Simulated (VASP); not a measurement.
Input of a VASP 6.6.1 run:

INCAR

```
  ALGO = Normal
  DIPOL = 0.5 0.5 0.500
  EDIFF = 1E-7
  ENCUT = 520
  GGA = PE
  IDIPOL = 3
  ISIF = 2
  ISMEAR = 0
  IVDW = 12
  LASPH = T
  LCHARG = F
  LDIPOL = T
  LREAL = F
  LWAVE = F
  NBANDS = 11
  NELM = 100
  PREC = Accurate
  SIGMA = 0.05
```

KPOINTS

```
k-points
0
Gamma
  7 7 1
```

The input POSCAR:

```
Ba
1.0
    4.4644877010     -0.0178386141      0.0000000000
   -2.2488962652      3.8684752857      0.0000000000
    0.0000000000      0.0000000000     20.0000000000
Ba
1
Direct
    0.0000000000      0.0000000000      0.5000000000
```

Potentials or basis: VASP PAW PBE potentials, release 64 (Ba_sv).

Command:

```console
$ cat potpaw_PBE.64/Ba_sv/POTCAR > POTCAR
$ mpirun -np 1 vasp_std > vasp.out
```

What does it give for the dispersion energy per atom?

-0.066 eV.

Estimate the band gap on the k mesh.

zero (bands 5 and 6 overlap by 0.27 eV).

Caveat: spin-orbit coupling is left out, which moves the levels of the heavy elements.
